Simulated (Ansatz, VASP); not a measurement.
# ZrB2: VASP beside Ansatz

POSCAR

```
ZrB2
1.0
    3.1700000000      0.0000000000      0.0000000000
   -1.5850000000      2.7453005300      0.0000000000
    0.0000000000      0.0000000000      3.5330000000
Zr B
1 2
Direct
    0.0000000000      0.0000000000      0.0000000000
    0.6666666667      0.3333333333      0.5000000000
    0.3333333333      0.6666666667      0.5000000000
```

The input INCAR.step1:

```
SYSTEM = ZrB2
PREC = Accurate
ENCUT = 520
ISMEAR = 0
SIGMA = 0.05
LREAL = .FALSE.
LASPH = .TRUE.
NELM = 150
LMAXMIX = 4
LDAU = .TRUE.
LDAUTYPE = 2
LDAUL = 2 -1
LDAUU = 7 0
LDAUJ = 0 0
NBANDS = 16
GGA = PE
ALGO = Normal
EDIFF = 1E-4
LWAVE = .TRUE.
LCHARG = .FALSE.
```

The input INCAR.step2:

```
SYSTEM = ZrB2
PREC = Accurate
ENCUT = 520
EDIFF = 1E-6
ISMEAR = 0
SIGMA = 0.05
LREAL = .FALSE.
LASPH = .TRUE.
NELM = 150
ALGO = Normal
ISIF = 2
LWAVE = .FALSE.
LCHARG = .FALSE.
LMAXMIX = 4
LDAU = .TRUE.
LDAUTYPE = 2
LDAUL = 2 -1
LDAUU = 7 0
LDAUJ = 0 0
LDAUPRINT = 1
METAGGA = R2SCAN
LMIXTAU = .TRUE.
IVDW = 13
VDW_S6 = 1.0
VDW_S8 = 0.6018749
VDW_A1 = 0.51559235
VDW_A2 = 5.77342911
NBANDS = 16
ISTART = 1
```

KPOINTS

```
Automatic mesh
0
G
  10 10 8
  0 0 0
```

The input input.yaml:

```yaml
crystal:
  lattice:
    - [3.17, 0.0, 0.0]
    - [-1.585, 2.74530053, 0.0]
    - [0.0, 0.0, 3.533]
  atoms:
    - { symbol: Zr, position: [0.0, 0.0, 0.0] }
    - { symbol: B, position: [0.6666666667, 0.3333333333, 0.5] }
    - { symbol: B, position: [0.3333333333, 0.6666666667, 0.5] }
hamiltonian:
  xc: r2scan
  pseudopotentials: { kind: paw }
  dispersion: d4
  hubbard: { sites: [{ species: Zr, l: d, u_eff: 7.0 }] }
kpoints:
  mp_grid: { grid: [10, 10, 8] }
scf:
  occupations: { method: gaussian, width: 0.05 }
  n_extra_bands: 7
output:
  forces: true
  stress: true
  eigenvalues: true
  dos: { projected: false, de: 0.05, nscf_kmesh: { grid: [15, 15, 12] } }
```

Alike in both runs: functional r2SCAN; dispersion D4; k mesh 10 × 10 × 8; occupations gaussian, width 0.05 eV; no spin polarisation; Hubbard terms Zr d U = 7.0 eV.

|  | VASP | Ansatz |
| --- | --- | --- |
| version | VASP 6.6.1 | Ansatz 0.2.0 |
| potentials or method | VASP PAW PBE potentials, release 64 (Zr_sv, B) | Ansatz PAW |
| plane-wave cutoff (eV) | 520 | 500 |
| valence electrons in the cell | 18 | 18 |
| task | single point | density of states |

|  | VASP | Ansatz | Ansatz less VASP |
| --- | --- | --- | --- |
| gap on the k mesh at the Fermi level (eV) | none | none | - |
| pressure (GPa) | 15.7 | 5.9 | -9.82 |
| traceless stress, the component that is largest in VASP (GPa) | 3.69 | 4.87 | +1.186 |

VASP's potentials were made for PBE, not for r2SCAN. The programs project onto different local orbitals, so the same U acts differently, and such runs can settle in different states. A gap of «none» marks a metal or a gap that the smearing closes.
